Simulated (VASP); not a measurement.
# Ti18H in VASP: further runs

Ti18H is run at these levels: PBE+D3(BJ); tasks: single point.

Program: VASP 6.6.1. These are calculated values, not measurements. Logs are shortened: lines on timing, memory, paths and dates and some standing lists are left out, and cuts for length are marked.

## Step 1: The cell of the first run

The cell holds a slab with vacuum, 19 atoms: a = 5.900 Å, b = 8.850 Å, c = 15.685 Å, α = 90.00°, β = 90.00°, γ = 60.00°.

## Step 2: Single point, PBE+D3(BJ)

Contents of INCAR:

```
SYSTEM = Ti18H
PREC = Accurate
ENCUT = 400
EDIFF = 1E-6
ISMEAR = -1
SIGMA = 0.1
LREAL = .False.
LASPH = .True.
NELM = 120
ALGO = Normal
ISIF = 2
LWAVE = .False.
LCHARG = .False.
GGA = PE
IVDW = 12
NBANDS = 124
GGA_COMPAT = .False.
NELMDL = -8
```

Contents of KPOINTS:

```
Automatic mesh
0
Gamma
  3 2 1
  0 0 0
```

Contents of POSCAR:

```
Ti18H
1.0
    5.9000000000      0.0000000000      0.0000000000
    4.4250000000      7.6643250000      0.0000000000
    0.0000000000      0.0000000000     15.6846000000
Ti H
18 1
Direct
    0.0000000000      0.0000000000      0.0637568060
    0.5000000000      0.0000000000      0.0637568060
    0.0000000000      0.3333333333      0.0637568060
    0.5000000000      0.3333333333      0.0637568060
    0.0000000000      0.6666666667      0.0637568060
    0.5000000000      0.6666666667      0.0637568060
   -0.1572779937      0.2187634267      0.2050664983
    0.3355284791      0.2224293724      0.2004761358
   -0.1666599697      0.5518279822      0.2050135802
    0.3369275366      0.5542893862      0.2038567767
   -0.1643022517      0.8894145277      0.2016180840
    0.3416175396      0.8829418116      0.2029714497
    0.0148320899     -0.0124592838      0.3427966285
    0.5024505155      0.0028067703      0.3427132346
    0.0265467346      0.3246391561      0.3466458819
    0.5045370997      0.3255202513      0.3438199253
    0.0011786452      0.6670757046      0.3422360149
    0.5066536912      0.6612954174      0.3456278770
    0.3591211533      0.2110084058      0.4135518917
```

Potentials or basis: VASP PAW PBE potentials, release 64 (Ti_sv, H).

Started as:

```bash
> cat potpaw_PBE.64/Ti_sv/POTCAR potpaw_PBE.64/H/POTCAR > POTCAR
> mpirun -np 1 vasp_std > vasp.out
```

OUTCAR:

```text
SYSTEM = Ti18H
   PREC = Accurate
   ENCUT = 400
   EDIFF = 1E-6
   ISMEAR = -1
   LREAL = .False.
   LASPH = .True.
   NELM = 120
   ISIF = 2
   GGA = PE
   IVDW = 12
   NELMDL = -8
 IVDW          = 12

 ion  position               nearest neighbor table
   1  0.000  0.000  0.064-  11 2.74   7 2.78  12 2.80
   2  0.500  0.000  0.064-   8 2.74  11 2.76  12 2.77
   3  0.000  0.333  0.064-   8 2.75   9 2.78   7 2.78
   4  0.500  0.333  0.064-   8 2.73  10 2.77   7 2.82
   5  0.000  0.667  0.064-  11 2.76  10 2.79   9 2.81
   6  0.500  0.667  0.064-  12 2.74  10 2.77   9 2.79
   7  0.843  0.219  0.205-  16 2.78   1 2.78   3 2.78  13 2.79   4 2.82  15 2.83   9 2.92
   8  0.336  0.222  0.200-   4 2.73   2 2.74   3 2.75  15 2.78  16 2.79  14 2.79
   9  0.833  0.552  0.205-  18 2.77  17 2.77   3 2.78   6 2.79   5 2.81  15 2.83  12 2.92  10 2.92
                             7 2.92
  10  0.337  0.554  0.204-  17 2.77   4 2.77   6 2.77   5 2.79  18 2.79  16 2.81   9 2.92
  11  0.836  0.889  0.202-   1 2.74   5 2.76   2 2.76  13 2.77  17 2.79  14 2.79
  12  0.342  0.883  0.203-   6 2.74  13 2.76   2 2.77   1 2.80  14 2.80  18 2.81   9 2.92
  13  0.015  0.988  0.343-  12 2.76  11 2.77   7 2.79  17 2.88  18 2.89
  14  0.502  0.003  0.343-  11 2.79   8 2.79  12 2.80  15 2.83  16 2.86
  15  0.027  0.325  0.347-   8 2.78  16 2.82   9 2.83   7 2.83  14 2.83
  16  0.505  0.326  0.344-   7 2.78   8 2.79  10 2.81  15 2.82  14 2.86
  17  0.001  0.667  0.342-  10 2.77   9 2.77  11 2.79  13 2.88
  18  0.507  0.661  0.346-   9 2.77  10 2.79  12 2.81  13 2.89
  19  0.359  0.211  0.414-

  LATTYP: Found a simple monoclinic cell.
 ALAT       =     5.9000000000
 B/A-ratio  =     2.6584067797
 C/A-ratio  =     1.3228756849
 COS(beta)  =    -0.1889822323

  Lattice vectors:

 A1 = (   5.9000000000,   0.0000000000,   0.0000000000)
 A2 = (   0.0000000000,   0.0000000000, -15.6846000000)
 A3 = (  -1.4750000000,   7.6643250000,   0.0000000000)

Analysis of symmetry for initial positions (statically):
=====================================================================
 Subroutine PRICEL returns:
 Original cell was already a primitive cell.

 Routine SETGRP: Setting up the symmetry group for a
 simple monoclinic supercell.

 Subroutine GETGRP returns: Found  1 space group operations
 (whereof  1 operations were pure point group operations)
 out of a pool of  4 trial point group operations.

The static configuration has the point symmetry C_1 .

Analysis of symmetry for dynamics (positions and initial velocities):
[... 149 lines left out ...]
   ISIF   =      2    stress and relaxation
   ISYM   =      2    0-nonsym 1-usesym 2-fastsym
   POTIM  = 0.5000    time-step for ionic-motion
   TEBEG  =    0.0;   TEEND  =   0.0 temperature during run
   PSTRESS=    0.0 pullay stress
   NELECT =     217.0000    total number of electrons
   NUPDOWN=      -1.0000    fix difference up-down
   EMIN   =  10.00;   EMAX   =-10.00  energy-range for DOS
   EFERMI =   0.00;   METHOD = LEGACY
   ISMEAR =    -1;   SIGMA  =   0.10  broadening in eV -4-tet -1-fermi 0-gaus
   EFERMI_NEDOS =   21; number of points for ismear=-14 and -15
   IALGO  =     38    algorithm
   IMIX   =      4    mixing-type and parameters
     AMIX     =   0.40;   BMIX     =  1.00
     AMIX_MAG =   1.60;   BMIX_MAG =  1.00
  volume/ion in A,a.u.               =      37.33       251.91
  Fermi-wavevector in a.u.,A,eV,Ry     =   1.103134  2.084621 16.556994  1.216905
  Thomas-Fermi vector in A             =   2.239588
   LORBIT       =      0    0 simple, 1 ext, 2 COOP (PROOUT), +10 PAW based schemes
   GGA     = PE    functional components
   LHFCALC =     F    Hartree Fock is set to
   AEXX    =    0.0000 exact exchange contribution
   IVDW    =    12    specifies the selected vdW correction
   LEPSILON=     F    determine dielectric tensor
   LRPA    =     F    only Hartree local field effects (RPA)
 non-spin polarized calculation
  energy-cutoff  :      400.00
  volume of cell :      709.25
 maximum number of plane-waves:     12898
 NGX is ok and might be reduce to    40
   NGX = 19   NGY = 29   NGZ = 51

 number of electron     217.0000057 magnetization

 Free energy of the ion-electron system (eV)
  ---------------------------------------------------
  ext. energy  EPLUGINS =         0.00000000
  ---------------------------------------------------
  free energy    TOTEN  =      -134.60201823 eV

  energy without entropy =     -133.33459966  energy(sigma->0) =     -133.96830894

 E-fermi :   1.4487     XC(G=0):  -6.2858

 val. band max:        1.4471766375   @ k =   0.3333   0.0000   0.0000
 cond. band min:       1.4564819325   @ k =   0.0000   0.0000   0.0000
 fundamental gap:      0.0093052950
 Fermi energy:         1.4487121053

 k-point     1 :       0.0000    0.0000    0.0000
  band No.  band energies     occupation
      1     -55.4286      2.00000
      2     -55.4142      2.00000
      3     -55.3753      2.00000
      4     -55.3725      2.00000
      5     -55.3614      2.00000
      6     -55.3524      2.00000
[... 481 lines left out ...]
    119       1.9158      0.01856
    120       2.0481      0.00498
 [bands above 120 left out]

------------------------ aborting loop because EDIFF is reached ----------------------------------------

 Edisp (eV)   -7.44578

 E8    (eV) :    -3.6652

  FORCE on cell =-STRESS in cart. coord.  units (eV):
  Direction    XX          YY          ZZ          XY          YZ          ZX
  --------------------------------------------------------------------------------------
  -------------------------------------------------------------------------------------
  Total     -15.44749   -15.36660    -2.22589    -0.06216     0.70655    -0.58067
  in kB     -34.89548   -34.71274    -5.02822    -0.14043     1.59609    -1.31173
  external pressure =      -24.88 kB  Pullay stress =        0.00 kB

 VOLUME and BASIS-vectors are now :
 -----------------------------------------------------------------------------
  energy-cutoff  :      400.00
  volume of cell :      709.25
      direct lattice vectors                 reciprocal lattice vectors
     5.900000000  0.000000000  0.000000000     0.169491525 -0.097855976  0.000000000
     4.425000000  7.664325000  0.000000000     0.000000000  0.130474634  0.000000000
     0.000000000  0.000000000 15.684600000     0.000000000  0.000000000  0.063756806

 POSITION                                       TOTAL-FORCE (eV/Angst)
 -----------------------------------------------------------------------------------
      0.00000      0.00000      1.00000         0.066451      0.022947      0.028253
      2.95000      0.00000      1.00000        -0.027888     -0.068384     -0.071623
      1.47500      2.55477      1.00000        -0.069193      0.040903     -0.022934
      4.42500      2.55477      1.00000         0.153472      0.005798      0.022538
      2.95000      5.10955      1.00000        -0.027833     -0.086559      0.111296
      5.90000      5.10955      1.00000         0.016555     -0.050780     -0.062031
[... 11 lines left out ...]
      5.91549      5.06838      5.42103         0.007904      0.007510     -0.009336
      3.05253      1.61724      6.48640        -0.102469      0.098206      0.000352
 -----------------------------------------------------------------------------------
    total drift:                                0.000130     -0.000153      0.000107

  FREE ENERGIE OF THE ION-ELECTRON SYSTEM (eV)
  ---------------------------------------------------
  free  energy   TOTEN  =      -142.0477962471 eV

  energy  without entropy=     -140.7803776745  energy(sigma->0) =     -141.41408696
```

It took 27 min on 1 thread of Oxide Virtual Turin-like, shared host; peak memory 0.63 GiB.

Results:

```yaml
Free_energy: -142.0478 eV
Largest_force: 0.155 eV/Å
Band_gap_on_the_k_mesh: zero (an odd number of electrons rules out a gap without spin polarisation)
Dispersion_energy_per_atom: -0.392 eV
```

Forces on the atoms (eV/Å):
```
Ti   0.066  0.023  0.028
Ti  -0.028 -0.068 -0.072
Ti  -0.069  0.041 -0.023
Ti   0.153  0.006  0.023
Ti  -0.028 -0.087  0.111
Ti   0.017 -0.051 -0.062
Ti  -0.016 -0.008 -0.007
Ti   0.002  0.004  0.006
Ti   0.007  0.009 -0.012
Ti   0.017 -0.010  0.023
Ti  -0.010 -0.008  0.007
Ti  -0.006  0.008 -0.001
Ti  -0.004 -0.003 -0.006
Ti   0.008  0.005 -0.001
Ti  -0.003  0.010 -0.009
Ti  -0.012  0.011  0.002
Ti   0.000  0.012  0.003
Ti   0.008  0.008 -0.009
H   -0.102  0.098  0.000
```

Levels at points of the mesh, in eV from the Fermi level:
```
           k point  band 103  band 104  band 105  band 106  band 107  band 108  band 109  band 110  band 111  band 112
(0.00, 0.00, 0.00)     -0.18     -0.11     -0.05     -0.03      0.01      0.04      0.07      0.09      0.12      0.38
(0.00, 0.50, 0.00)     -0.19     -0.16     -0.10      0.08      0.09      0.11      0.13      0.13      0.15      0.18
```

Caveat: the k points lie up to 0.41 Å⁻¹ apart, too coarse for converged energies and pressures of a metal; there is no dipole correction, which matters where the two faces differ.

## Step 3: Single point, PBE+D3(BJ)

Contents of INCAR:

```
ALGO = Normal
EDIFF = 1E-6
ENCUT = 400
GGA = PE
GGA_COMPAT = F
ISIF = 2
ISMEAR = -1
IVDW = 12
LASPH = T
LCHARG = T
LELF = T
LREAL = F
LVHAR = T
LWAVE = F
NBANDS = 124
NELM = 120
NELMDL = -8
PREC = Accurate
SIGMA = 0.1
```

Contents of KPOINTS:

```
k-points
0
Gamma
  3 2 1
```

Contents of POSCAR:

```
Ti18H
1.0
    5.9000000000      0.0000000000      0.0000000000
    4.4250000000      7.6643250000      0.0000000000
    0.0000000000      0.0000000000     15.6846000000
Ti H
18 1
Direct
    0.0000000000      0.0000000000      0.0637568060
    0.5000000000      0.0000000000      0.0637568060
    0.0000000000      0.3333333333      0.0637568060
    0.5000000000      0.3333333333      0.0637568060
    0.0000000000      0.6666666667      0.0637568060
    0.5000000000      0.6666666667      0.0637568060
   -0.1572105963      0.2188719816      0.2056023743
    0.3332757878      0.2247653903      0.2010456754
   -0.1715550553      0.5544374749      0.2058583579
    0.3334473275      0.5560288740      0.2019779912
   -0.1683343200      0.8919433871      0.2030018617
    0.3331599087      0.8855800087      0.2021090114
    0.0104548419     -0.0079382072      0.3456012267
    0.4953396178      0.0030147469      0.3415124390
    0.0248879919      0.3275540899      0.3472211596
    0.5037364103      0.3313322439      0.3422632391
    0.0058365904      0.6663733597      0.3418998253
    0.4977857849      0.6662860722      0.3450582100
    0.4630349326      0.1789055135      0.4180478941
```

Potentials or basis: VASP PAW PBE potentials, release 64 (Ti_sv, H).

Started as:

```bash
> cat potpaw_PBE.64/Ti_sv/POTCAR potpaw_PBE.64/H/POTCAR > POTCAR
> mpirun -np 1 vasp_std > vasp.out
```

Wall time 17 min (1 thread of Oxide Virtual Turin-like, shared host); peak memory 0.61 GiB.

Results (log left out):

| Quantity | Value |
| --- | --- |
| Free energy | -141.8229 eV |
| Largest force | 0.346 eV/Å |
| Band gap on the k mesh | zero (an odd number of electrons rules out a gap without spin polarisation) |
| Dispersion energy per atom | -0.392 eV |

Forces in eV/Å, atoms in the order of the input:
```
Ti  -0.014  0.039  0.021
Ti  -0.016 -0.033 -0.030
Ti  -0.056  0.074  0.026
Ti   0.158 -0.035 -0.003
Ti  -0.087 -0.030  0.122
Ti   0.072 -0.054 -0.127
Ti   0.014 -0.001  0.009
Ti   0.006  0.001 -0.006
Ti  -0.001 -0.014  0.004
Ti   0.007  0.001  0.007
Ti   0.014  0.000 -0.005
Ti   0.011 -0.014 -0.001
Ti   0.058 -0.047 -0.042
Ti   0.019 -0.026 -0.013
Ti   0.070 -0.035  0.033
Ti   0.023  0.004 -0.018
Ti   0.005  0.000  0.000
Ti   0.012 -0.009 -0.001
H   -0.295  0.179  0.024
```

Levels at points of the mesh, in eV from the Fermi level:
```tsv
k point	band 103	band 104	band 105	band 106	band 107	band 108	band 109	band 110	band 111	band 112
(0.00, 0.00, 0.00)	-0.17	-0.11	-0.05	-0.03	0.00	0.04	0.07	0.09	0.13	0.40
(0.00, 0.50, 0.00)	-0.18	-0.16	-0.12	0.08	0.09	0.10	0.12	0.14	0.14	0.18
```

Caveat: the k points lie up to 0.41 Å⁻¹ apart, too coarse for converged energies and pressures of a metal; there is no dipole correction, which matters where the two faces differ.
